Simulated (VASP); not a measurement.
Input of a VASP 6.6.1 run:

File INCAR:

```
SYSTEM = NaCl
PREC     = Accurate       ! precision mode
ENCUT    = 520            ! plane-wave cutoff, eV
EDIFF    = 1E-6           ! SCF threshold, eV
ISMEAR   = -1             ! smearing method
SIGMA    = 0.03           ! smearing width, eV
LREAL    = .False.        ! projectors in reciprocal space
LASPH    = .True.         ! aspherical terms in the spheres
NELM     = 80             ! most SCF steps
ALGO     = Normal         ! electronic algorithm
ISIF     = 2              ! what is computed and relaxed
LWAVE    = .False.        ! write WAVECAR
LCHARG   = .False.        ! write CHGCAR
GGA      = PS             ! functional
NBANDS   = 14             ! bands
```

Contents of KPOINTS:

```
Automatic mesh
0
Gamma
  9 9 9
  0 0 0
```

File POSCAR:

```
NaCl
1.0
    2.8695017309      0.0000000000      0.0000000000
    0.0000000000      2.8695017309      0.0000000000
    0.0000000000      0.0000000000      2.8695017309
Na Cl
1 1
Direct
    0.0000000000      0.0000000000      0.0000000000
    0.5000000000      0.5000000000      0.5000000000
```

Potentials or basis: VASP PAW PBE potentials, release 64 (Na_pv, Cl).

Run with:

```console
$ cat potpaw_PBE.64/Na_pv/POTCAR potpaw_PBE.64/Cl/POTCAR > POTCAR
$ mpirun -np 1 vasp_std > vasp.out
```

Task: Predict the pressure.

Result: 57.7 GPa.

Task: Predict the band gap on the k mesh.

Result: 4.59 eV.

Caveat: the cell stands under pressure; the PAW data sets were made with another functional, which shifts forces and pressure a little; an odd mesh through Γ misses points on the zone boundary, where band edges can lie.
